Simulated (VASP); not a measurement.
## Nb: single point with PBEsol

The system is Nb.

```xyz
1
Lattice="0.0000 2.1150 2.1150 2.1150 0.0000 2.1150 2.1150 2.1150 0.0000" Properties=species:S:1:pos:R:3 pbc="T T T"
Nb    0.0000    0.0000    0.0000
```

* Program: VASP 6.6.1
* Task: single point
* Functional: PBEsol
* Potentials or basis: VASP PAW PBE potentials, release 64 (Nb_sv)
* Cutoff: 520 eV
* k mesh: 18 × 18 × 18
* Occupations: gaussian, width 0.1 eV
* Spin: no spin polarisation
* Dipole correction: no
* Further INCAR settings: ALGO = Normal; EDIFF = 1e-06; NBANDS = 12

```
Pressure : -7.2 GPa
```

Levels at points of the mesh, in eV from the Fermi level:
```
           k point  band 2  band 3  band 4  band 5  band 6  band 7  band 8  band 9  band 10  band 11
(0.00, 0.00, 0.00)  -30.13  -30.13  -30.13   -6.23    0.10    0.10    0.10    2.67     2.67    11.82
(0.50, 0.00, 0.00)  -31.30  -30.28  -30.28   -3.82   -0.08   -0.08    1.33    4.63     4.63    10.33
(0.50, 0.50, 0.00)  -31.22  -30.55  -30.55   -4.03   -3.28    3.52    4.60    5.19     5.19    11.15
```

Run time: 19 s on 1 thread of Intel(R) Xeon(R) Platinum 8488C (Sapphire Rapids) (shared host), peak memory 0.17 GiB.

Caveat: the PAW data sets were made with another functional, which shifts forces and pressure a little.
